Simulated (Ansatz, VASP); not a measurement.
# One calculation of Li, two programs

```
Li
1.0
    -1.75465    1.75465    1.75465
     1.75465   -1.75465    1.75465
     1.75465    1.75465   -1.75465
Li
1
Cartesian
  0.0000 0.0000 0.0000
```

Alike in both runs: task relaxation of cell and atoms; functional b88 exchange, pbe correlation; k mesh 11 × 11 × 11; occupations fermi-dirac, width 0.05 eV; no spin polarisation.

```csv
,VASP,Ansatz
version,VASP 6.6.1,Ansatz 0.2.0
potentials or method,"VASP PAW PBE potentials, release 64 (Li_sv)",Ansatz PAW
plane-wave cutoff (eV),750,420
valence electrons in the cell,3,3
```

```tsv
	VASP	Ansatz	Ansatz less VASP
relaxed volume (Å³/atom)	20.85	21.00	+0.149
relaxed cell length with the largest relative difference (Å)	3.003	3.010	+0.0071
```

VASP's potentials were made for PBE, not for b88 exchange, pbe correlation.

Noted on Ansatz's run: the potentials were made for another functional, which shifts forces and pressure; the plane-wave basis is chosen anew once the cell has moved, so the energies of steps on either side of that aren't comparable.
